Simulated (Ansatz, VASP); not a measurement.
**Two plane-wave programs on AlRh2**

The input INCAR:

```
SYSTEM = AlRh2
  PREC = Accurate
  ENCUT = 600
  EDIFF = 1E-7
  ISMEAR = 0
  SIGMA = 0.1
  LREAL = .FALSE.
  LASPH = .TRUE.
  NELM = 60
  ALGO = Fast
  ISIF = 3
  LWAVE = .FALSE.
  LCHARG = .FALSE.
  GGA = PE
  IBRION = 2
  NSW = 100
  EDIFFG = -0.01
```

File KPOINTS:

```
Automatic mesh
0
G
  12 12 16
  0 0 0
```

The input POSCAR:

```
AlRh2
1.0
    4.2967109291      0.0000000000      0.0000000000
   -2.1483554645      3.7210608173      0.0000000000
    0.0000000000      0.0000000000      2.7538291447
Al Rh
1 2
Direct
    0.0000000000      0.0000000000      0.0000000000
    0.3333333333      0.6666666667      0.5000000000
    0.6666666667      0.3333333333      0.5000000000
```

Input for Ansatz:

```yaml
crystal:
  lattice:
    - [4.2967109291, 0.0, 0.0]
    - [-2.1483554645, 3.7210608173, 0.0]
    - [0.0, 0.0, 2.7538291447]
  atoms:
    - { symbol: Al, position: [0.0, 0.0, 0.0] }
    - { symbol: Rh, position: [0.3333333333, 0.6666666667, 0.5] }
    - { symbol: Rh, position: [0.6666666667, 0.3333333333, 0.5] }
basis:
  ecutwfc: 420
kpoints:
  mp_grid: { grid: [12, 12, 16] }
hamiltonian:
  xc: pbe
scf:
  occupations: { method: gaussian, width: 0.1 }
output:
  forces: true
  stress: true
  eigenvalues: true
relax:
  adjacent_minimum: "off"
  f_tol: 0.01
  max_steps: 80
  cell: { stress_tol: 0.05 }
```

Change from the starting cell: species swapped into the NbB2 type (P6/mmm, No. 191).

Alike in both runs: task relaxation of cell and atoms; functional PBE; k mesh 12 × 12 × 16; occupations gaussian, width 0.1 eV; no spin polarisation.

```csv
,VASP,Ansatz
version,VASP 6.6.1,Ansatz 0.2.0
potentials or method,"VASP PAW PBE potentials, release 64 (Al, Rh_pv), cutoff 600 eV","scalar-relativistic, plane waves, PAW"
valence electrons in the cell,33,37
```

|  | VASP | Ansatz | Ansatz less VASP |
| --- | --- | --- | --- |
| gap on the k mesh at the Fermi level, each at its own relaxed structure (eV) | none | none | - |
| relaxed volume (Å³/atom) | 14.60 | 14.61 | +0.007 |
| relaxed cell length with the largest relative difference (Å) | 2.740 | 2.741 | +0.0011 |

A gap of «none» marks a metal or a gap that the smearing closes. VASP's potentials hold 33 valence electrons a cell and Ansatz's 37, so a difference there can come from the potentials and not from the codes.
